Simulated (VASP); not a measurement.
# TePb (Fm-3m) in VASP: notebook

TePb is run at these levels: PBEsol, r2SCAN; tasks: single point.

Everything below comes from runs of VASP 6.6.1. Logs are shortened: lines on timing, memory, paths and dates and some standing lists are left out, and cuts for length are marked.

### 1 The cell of the first run

The structure is cubic, space group Fm-3m (No. 225). The conventional cell has a = 6.440 Å, b = 6.440 Å, c = 6.440 Å, α = 90.00°, β = 90.00°, γ = 90.00°. Within 4.2 Å of Pb (site symmetry m-3m) lie 6 Te at 3.22 Å. Within 4.2 Å of Te (site symmetry m-3m) lie 6 Pb at 3.22 Å.

### 2 Single point, PBEsol

INCAR reads:

```
SYSTEM = TePb
PREC     = Accurate       ! precision mode
ENCUT    = 520            ! plane-wave cutoff, eV
EDIFF    = 1E-6           ! SCF threshold, eV
ISMEAR   = -1             ! smearing method
SIGMA    = 0.05           ! smearing width, eV
LREAL    = .FALSE.        ! projectors in reciprocal space
LASPH    = .TRUE.         ! aspherical terms in the spheres
NELM     = 80             ! most SCF steps
ALGO     = Normal         ! electronic algorithm
ISIF     = 2              ! what is computed and relaxed
LWAVE    = .FALSE.        ! write WAVECAR
LCHARG   = .FALSE.        ! write CHGCAR
GGA      = PS             ! functional
NBANDS   = 17             ! bands
```

KPOINTS reads:

```
Automatic mesh
0
G
  7 7 7
  0 0 0
```

POSCAR reads:

```
TePb
1.0
    0.0000000000      3.2200000000      3.2200000000
    3.2200000000      0.0000000000      3.2200000000
    3.2200000000      3.2200000000      0.0000000000
Pb Te
1 1
Direct
    0.0000000000      0.0000000000      0.0000000000
    0.5000000000      0.5000000000      0.5000000000
```

Potentials or basis: VASP PAW PBE potentials, release 64 (Pb_d, Te).

Started as:

```console
$ cat potpaw_PBE.64/Pb_d/POTCAR potpaw_PBE.64/Te/POTCAR > POTCAR
$ mpirun -np 1 vasp_std > vasp.out
```

OUTCAR:

```text
SYSTEM = TePb
   PREC = Accurate
   ENCUT = 520
   EDIFF = 1E-6
   ISMEAR = -1
   LREAL = .FALSE.
   LASPH = .TRUE.
   NELM = 80
   ISIF = 2
   GGA = PS

 ion  position               nearest neighbor table
   1  0.000  0.000  0.000-   2 3.22   2 3.22   2 3.22   2 3.22   2 3.22   2 3.22
   2  0.500  0.500  0.500-   1 3.22   1 3.22   1 3.22   1 3.22   1 3.22   1 3.22

  LATTYP: Found a face centered cubic cell.
 ALAT       =     6.4400000000

  Lattice vectors:

 A1 = (   0.0000000000,   3.2200000000,   3.2200000000)
 A2 = (   3.2200000000,   0.0000000000,   3.2200000000)
 A3 = (   3.2200000000,   3.2200000000,   0.0000000000)

Analysis of symmetry for initial positions (statically):
=====================================================================
 Subroutine PRICEL returns:
 Original cell was already a primitive cell.

 Routine SETGRP: Setting up the symmetry group for a
 face centered cubic supercell.

 Subroutine GETGRP returns: Found 48 space group operations
 (whereof 48 operations were pure point group operations)
 out of a pool of 48 trial point group operations.

The static configuration has the point symmetry O_h .

Analysis of symmetry for dynamics (positions and initial velocities):
=====================================================================
 Subroutine PRICEL returns:
 Original cell was already a primitive cell.

 Routine SETGRP: Setting up the symmetry group for a
 face centered cubic supercell.

 Subroutine GETGRP returns: Found 48 space group operations
 (whereof 48 operations were pure point group operations)
 out of a pool of 48 trial point group operations.

The dynamic configuration has the point symmetry O_h .

 Subroutine INISYM returns: Found 48 space group operations
 (whereof 48 operations are pure point group operations),
 and found     1 'primitive' translations

----------------------------------------------------------------------------------------

                                     Primitive cell

  volume of cell :      66.7725

  direct lattice vectors                    reciprocal lattice vectors
     0.000000000  3.220000000  3.220000000    -0.155279503  0.155279503  0.155279503
     3.220000000  0.000000000  3.220000000     0.155279503 -0.155279503  0.155279503
     3.220000000  3.220000000  0.000000000     0.155279503  0.155279503 -0.155279503

  length of vectors
     4.553767671  4.553767671  4.553767671     0.268951989  0.268951989  0.268951989

  position of ions in fractional coordinates (direct lattice)
     0.000000000  0.000000000  0.000000000
     0.500000000  0.500000000  0.500000000

  ion indices of the primitive-cell ions
   primitive index   ion index
                 1           1
                 2           2

----------------------------------------------------------------------------------------

 KPOINTS: Automatic mesh

Automatic generation of k-mesh.
 Grid dimensions read from file:
 generate k-points for:    7    7    7

 Generating k-lattice:

  Cartesian coordinates                     Fractional coordinates (reciprocal lattice)
    -0.022182786  0.022182786  0.022182786     0.142857143  0.000000000  0.000000000
     0.022182786 -0.022182786  0.022182786     0.000000000  0.142857143  0.000000000
     0.022182786  0.022182786 -0.022182786     0.000000000  0.000000000  0.142857143

  Length of vectors
     0.038421713  0.038421713  0.038421713

  Shift w.r.t. Gamma in fractional coordinates (k-lattice)
     0.000000000  0.000000000  0.000000000

 Subroutine IBZKPT returns following result:
 ===========================================

 Found     20 irreducible k-points:

 Following reciprocal coordinates:
            Coordinates               Weight
  0.000000  0.000000  0.000000      1.000000
  0.142857  0.000000  0.000000      8.000000
  0.285714  0.000000  0.000000      8.000000
  0.428571  0.000000  0.000000      8.000000
  0.142857  0.142857  0.000000      6.000000
  0.285714  0.142857  0.000000     24.000000
[... 12 lines left out ...]
 -0.428571  0.428571  0.142857     24.000000
 -0.285714  0.428571  0.142857     24.000000
   k-points           NKPTS =     20   k-points in BZ     NKDIM =     20   number of bands    NBANDS=     17
   number of dos      NEDOS =    301   number of ions     NIONS =      2
   total plane-waves  NPLWV =  46656
   dimension x,y,z NGX =    36 NGY =   36 NGZ =   36
   dimension x,y,z NGXF=    72 NGYF=   72 NGZF=   72
   ions per type =               1   1
   NGX,Y,Z   is equivalent  to a cutoff of  13.14, 13.14, 13.14 a.u.
   NGXF,Y,Z  is equivalent  to a cutoff of  26.29, 26.29, 26.29 a.u.
 SYSTEM =  TePb
   PREC   = accura    normal or accurate (medium, high low for compatibility)
   ISTART =      0    job   : 0-new  1-cont  2-samecut
   ICHARG =      2    charge: 1-file 2-atom 10-const
   ISPIN  =      1    spin polarized calculation?
   LNONCOLLINEAR =      F non collinear calculations
   LSORBIT =      F    spin-orbit coupling
   LASPH  =      T    aspherical Exc in radial PAW
   ENCUT  =  520.0 eV  38.22 Ry    6.18 a.u.   8.47  8.47  8.47*2*pi/ulx,y,z
   NELM   =     80;   NELMIN=  2; NELMDL= -5     # of ELM steps
   EDIFF  = 0.1E-05   stopping-criterion for ELM
   LREAL  =      F    real-space projection
   EDIFFG = 0.1E-04   stopping-criterion for IOM
   NSW    =      0    number of steps for IOM
   IBRION =     -1    ionic relax: 0-MD 1-quasi-New 2-CG
   NFREE  =      0    steps in history (QN), initial steepest desc. (CG)
   ISIF   =      2    stress and relaxation
   ISYM   =      2    0-nonsym 1-usesym 2-fastsym
   POTIM  = 0.5000    time-step for ionic-motion
   TEBEG  =    0.0;   TEEND  =   0.0 temperature during run
   PSTRESS=    0.0 pullay stress
   NELECT =      20.0000    total number of electrons
   NUPDOWN=      -1.0000    fix difference up-down
   EMIN   =  10.00;   EMAX   =-10.00  energy-range for DOS
   EFERMI =   0.00;   METHOD = LEGACY
   ISMEAR =    -1;   SIGMA  =   0.05  broadening in eV -4-tet -1-fermi 0-gaus
   EFERMI_NEDOS =   21; number of points for ismear=-14 and -15
   IALGO  =     38    algorithm
   IMIX   =      4    mixing-type and parameters
     AMIX     =   0.40;   BMIX     =  1.00
     AMIX_MAG =   1.60;   BMIX_MAG =  1.00
  volume/ion in A,a.u.               =      33.39       225.30
  Fermi-wavevector in a.u.,A,eV,Ry     =   1.095348  2.069908 16.324109  1.199788
  Thomas-Fermi vector in A             =   2.231670
   LORBIT       =      0    0 simple, 1 ext, 2 COOP (PROOUT), +10 PAW based schemes
   GGA     = PS    functional components
   LHFCALC =     F    Hartree Fock is set to
   AEXX    =    0.0000 exact exchange contribution
   IVDW    =     0    specifies the selected vdW correction
   LEPSILON=     F    determine dielectric tensor
   LRPA    =     F    only Hartree local field effects (RPA)
 non-spin polarized calculation
  energy-cutoff  :      520.00
  volume of cell :       66.77
 maximum number of plane-waves:      1823
 NGX is ok and might be reduce to    36
   NGX = 17   NGY = 17   NGZ = 17

 number of electron      20.0000001 magnetization

 Free energy of the ion-electron system (eV)
  ---------------------------------------------------
  ext. energy  EPLUGINS =         0.00000000
  ---------------------------------------------------
  free energy    TOTEN  =        -8.26077553 eV

  energy without entropy =       -8.26077090  energy(sigma->0) =       -8.26077322

 E-fermi :   5.9574     XC(G=0):  -9.5167

 val. band max:        5.4794773258   @ k =   0.4286   0.0000   0.0000
 cond. band min:       6.4218829517   @ k =   0.4286   0.0000   0.0000
 fundamental gap:      0.9424056258
 Fermi energy:         5.9573668635

 k-point     1 :       0.0000    0.0000    0.0000
  band No.  band energies     occupation
      1     -11.0515      2.00000
      2     -11.0515      2.00000
      3     -11.0397      2.00000
      4     -11.0397      2.00000
      5     -11.0397      2.00000
      6      -6.5284      2.00000
[... 9 lines left out ...]
     16      11.3266      0.00000
     17      12.7902      0.00000

 k-point     2 :       0.1429    0.0000    0.0000
  band No.  band energies     occupation
      1     -11.0541      2.00000
      2     -11.0541      2.00000
      3     -11.0392      2.00000
      4     -11.0368      2.00000
      5     -11.0368      2.00000
      6      -6.3509      2.00000
[... 9 lines left out ...]
     16      11.7105      0.00000
     17      14.1469      0.00000

 k-point     3 :       0.2857    0.0000    0.0000
  band No.  band energies     occupation
      1     -11.0609      2.00000
      2     -11.0609      2.00000
      3     -11.0382      2.00000
      4     -11.0289      2.00000
      5     -11.0289      2.00000
      6      -5.8486      2.00000
[... 9 lines left out ...]
     16      12.7453      0.00000
     17      16.3183      0.00000

 k-point     4 :       0.4286    0.0000    0.0000
  band No.  band energies     occupation
      1     -11.0666      2.00000
      2     -11.0666      2.00000
      3     -11.0375      2.00000
      4     -11.0223      2.00000
      5     -11.0223      2.00000
      6      -5.2055      2.00000
[... 9 lines left out ...]
     16      14.2756      0.00000
     17      15.5650      0.00000
[... 263 lines left out ...]
      1     -11.0860      2.00000
      2     -11.0575      2.00000
      3     -11.0350      2.00000
      4     -11.0265      2.00000
      5     -11.0181      2.00000
      6      -4.9194      2.00000
[... 9 lines left out ...]
     16      14.9479      0.00000
     17      15.9706      0.00000

 k-point    19 :      -0.4286    0.4286    0.1429
  band No.  band energies     occupation
      1     -11.1044      2.00000
      2     -11.0478      2.00000
      3     -11.0433      2.00000
      4     -11.0201      2.00000
      5     -11.0134      2.00000
      6      -4.8107      2.00000
[... 9 lines left out ...]
     16      15.7728      0.00000
     17      16.5466      0.00000

 k-point    20 :      -0.2857    0.4286    0.1429
  band No.  band energies     occupation
      1     -11.0976      2.00000
      2     -11.0537      2.00000
      3     -11.0352      2.00000
      4     -11.0275      2.00000
      5     -11.0135      2.00000
      6      -4.6756      2.00000
[... 9 lines left out ...]
     16      15.8749      0.00000
     17      16.3766      0.00000

------------------------ aborting loop because EDIFF is reached ----------------------------------------

  FORCE on cell =-STRESS in cart. coord.  units (eV):
  Direction    XX          YY          ZZ          XY          YZ          ZX
  --------------------------------------------------------------------------------------
  -------------------------------------------------------------------------------------
  Total        0.0002379      0.0002379      0.0002379     -0.0000000     -0.0000000      0.0000000
  in kB        0.0057076      0.0057076      0.0057076     -0.0000000     -0.0000000      0.0000000
  external PRESSURE =       0.0057076 kB  Pullay stress =       0.0000000 kB

 VOLUME and BASIS-vectors are now :
 -----------------------------------------------------------------------------
  energy-cutoff  :      520.00
  volume of cell :       66.77
      direct lattice vectors                 reciprocal lattice vectors
     0.000000000  3.220000000  3.220000000    -0.155279503  0.155279503  0.155279503
     3.220000000  0.000000000  3.220000000     0.155279503 -0.155279503  0.155279503
     3.220000000  3.220000000  0.000000000     0.155279503  0.155279503 -0.155279503

 POSITION                                       TOTAL-FORCE (eV/Angst)
 -----------------------------------------------------------------------------------
      0.00000      0.00000      0.00000         0.000000     -0.000000      0.000000
      3.22000      3.22000      3.22000        -0.000000      0.000000     -0.000000
 -----------------------------------------------------------------------------------
    total drift:                               -0.000000      0.000000      0.000000

  FREE ENERGIE OF THE ION-ELECTRON SYSTEM (eV)
  ---------------------------------------------------
  free  energy   TOTEN  =        -8.2607755336 eV

  energy  without entropy=       -8.2607708998  energy(sigma->0) =       -8.26077322
```

Run time: 18 s. Hardware: 1 thread of Intel Xeon Platinum 8488C (Sapphire Rapids), shared host; peak memory 0.2 GiB.

What came out:

| Item | Value |
| --- | --- |
| Free energy | -8.2608 eV |
| Pressure | 0.0 GPa |

Caveat: this odd mesh misses L, where the gap lies, so gap, dielectric constants and Born charges aren't listed; the PAW data sets were made with another functional, which shifts forces and pressure a little; spin-orbit coupling is left out, which moves the levels of the heavy elements.

### 3 Single point, r2SCAN

POSCAR is that of step 2.

INCAR.step1 reads:

```
ALGO     = Normal         # electronic algorithm
EDIFF    = 1E-4           # SCF threshold, eV
ENCUT    = 520            # plane-wave cutoff, eV
GGA      = PE             # functional
ISMEAR   = -1             # smearing method
LASPH    = T              # aspherical terms in the spheres
LCHARG   = F              # write CHGCAR
LREAL    = F              # projectors in reciprocal space
LWAVE    = T              # write WAVECAR
NBANDS   = 17             # bands
NELM     = 100            # most SCF steps
PREC     = Accurate       # precision mode
SIGMA    = 0.05           # smearing width, eV
```

INCAR.step2 reads:

```
ALGO     = Normal         # electronic algorithm
EDIFF    = 1E-6           # SCF threshold, eV
ENCUT    = 520            # plane-wave cutoff, eV
ISIF     = 2              # what is computed and relaxed
ISMEAR   = -1             # smearing method
ISTART   = 1            
LASPH    = T              # aspherical terms in the spheres
LCHARG   = F              # write CHGCAR
LMIXTAU  = T            
LREAL    = F              # projectors in reciprocal space
LWAVE    = F              # write WAVECAR
METAGGA  = R2SCAN         # meta-GGA
NBANDS   = 17             # bands
NELM     = 100            # most SCF steps
PREC     = Accurate       # precision mode
SIGMA    = 0.05           # smearing width, eV
```

KPOINTS reads:

```
k-points
0
Gamma
  7 7 7
```

Potentials or basis: VASP PAW PBE potentials, release 64 (Pb_d, Te).

Started as:

```console
$ cat potpaw_PBE.64/Pb_d/POTCAR potpaw_PBE.64/Te/POTCAR > POTCAR
$ cp INCAR.step1 INCAR
$ mpirun -np 1 vasp_std > vasp.out
$ cp INCAR.step2 INCAR
$ mpirun -np 1 vasp_std > vasp.out
```

It took 84 s on 1 thread of Intel Xeon Platinum 8488C (Sapphire Rapids), shared host; peak memory 0.22 GiB.

Results (log left out):

```
Free energy : -82.6879 eV
Pressure    : 2.0 GPa
```

Levels at points of the mesh, in eV from the Fermi level:
```csv
k point,band 6,band 7,band 8,band 9,band 10,band 11,band 12,band 13,band 14,band 15
"(0.00, 0.00, 0.00)",-13.15,-6.15,-2.08,-2.08,-2.08,3.82,3.82,3.82,5.61,5.61
```

Caveat: this odd mesh misses L, where the gap lies, so gap, dielectric constants and Born charges aren't listed; the PAW data sets were made with another functional, which shifts forces and pressure a little; spin-orbit coupling is left out, which moves the levels of the heavy elements.
